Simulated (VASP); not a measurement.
The system is CdCoCl4.

```
Cd Co Cl
1.0
     3.41990    0.00000    0.00000
    -1.70995    2.96172    0.00000
     0.00000    0.00000   13.64484
Cd Co Cl
1 1 4
Direct
  0.66667 0.33333 0.50000
  0.66667 0.33333 0.00000
  0.33333 0.66667 0.62596
  0.00000 0.00000 0.87812
  0.00000 0.00000 0.12188
  0.33333 0.66667 0.37404
```

The cell was generated, and may not be a known phase.

| Property | Result |
| --- | --- |
| Program | VASP 6.6.1 |
| Task | relaxation of cell and atoms |
| Functional | PBE |
| Potentials or basis | VASP PAW PBE potentials, release 64 (Cd, Co, Cl) |
| Cutoff | 600 eV |
| k mesh | 4 × 4 × 1 |
| Occupations | gaussian, width 0.15 eV |
| Spin | collinear spin, ferromagnetic start |
| Starting moments | [0.0, 3.0, 0.0, 0.0, 0.0, 0.0] μB |

At the start: pressure 0.9 GPa; volume 23.03 Å³/atom.

Task: Where does the relaxation end?

Result: Over 9 steps the energy falls by 66.9 meV/atom and the volume is 24.03 Å³/atom (+4.3 %); space group P-6m2 (No. 187, to 0.1 Å) before and after; moment 3.00 μB per cell.

The path:
```tsv
step	energy change (eV)	largest force (eV/Å)	pressure (GPa)	volume (Å³)
1	0.0000	1.3552	0.91	138.21
2	-0.3183	0.7129	0.76	140.69
3	-0.3788	0.3328	0.85	142.32
4	-0.3800	0.3154	0.85	142.15
5	-0.3945	0.1751	-0.39	145.28
6	-0.3946	0.1688	-0.28	144.97
7	-0.3995	0.0885	-0.08	144.59
8	-0.4014	0.0839	0.17	144.11
9	-0.4014	0.0797	0.14	144.16
```

Final structure:
```
CELL_PARAMETERS angstrom
3.55653 0.00000 0.00000
-1.77827 3.08005 0.00000
0.00000 0.00000 13.16055
ATOMIC_POSITIONS crystal
Cd 0.66667 0.33333 0.50000
Co 0.66667 0.33333 0.00000
Cl 0.33333 0.66667 0.62796
Cl 0.00000 0.00000 0.88875
Cl 0.00000 0.00000 0.11125
Cl 0.33333 0.66667 0.37204
```

Caveat: the k points lie up to 0.51 Å⁻¹ apart in the final cell; this functional lacks dispersion, which binds layers or chains, so the pressure and a relaxed spacing across them are unreliable; a cell with one magnetic atom can't hold antiferromagnetic order, which such compounds often take; the relaxation stopped at a loose force limit of 0.08 eV/Å, so its end isn't a converged minimum.
